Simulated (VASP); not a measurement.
The system is As.

```
As
1.0
     2.70866    0.00000    0.00000
     0.00000    2.70866    0.00000
     0.00000    0.00000    2.82765
As
1
Cartesian
  1.3543 1.3543 1.4138
```

The cell was built from a structure type or drawn by symmetry, and may not be a known phase.

```yaml
Program: VASP 6.6.1
Task: relaxation of cell and atoms
Functional: PBE
Potentials_or_basis: VASP PAW PBE potentials, release 64 (As)
Cutoff: 600 eV
k_mesh: 20 × 20 × 20
Occupations: gaussian, width 0.1 eV
Spin: no spin polarisation
```

At the start: pressure -1.0 GPa; volume 20.75 Å³/atom.

Task: How do energy, volume and symmetry change on relaxing?

Result: Over 8 steps the energy falls by 15.3 meV/atom and the volume is 20.39 Å³/atom (-1.7 %); space group P4/mmm (No. 123, to 0.1 Å) before, Pm-3m (No. 221, to 0.1 Å).

Step by step:
```
step  energy change (eV)  largest force (eV/Å)  pressure (GPa)  volume (Å³)
   1              0.0000                0.0000           -1.03        20.75
   2             -0.0151                0.0000            0.23        20.33
   3             -0.0153                0.0000            0.09        20.37
   4             -0.0153                0.0000            0.06        20.38
   5             -0.0153                0.0000           -0.05        20.41
   6             -0.0153                0.0000           -0.05        20.40
   7             -0.0153                0.0000           -0.02        20.40
   8             -0.0153                0.0000            0.02        20.39
```

Final structure:
```
As
1.0
     2.73190    0.00000    0.00000
     0.00000    2.73190    0.00000
     0.00000    0.00000    2.73196
As
1
Direct
  0.50000 0.50000 0.50000
```
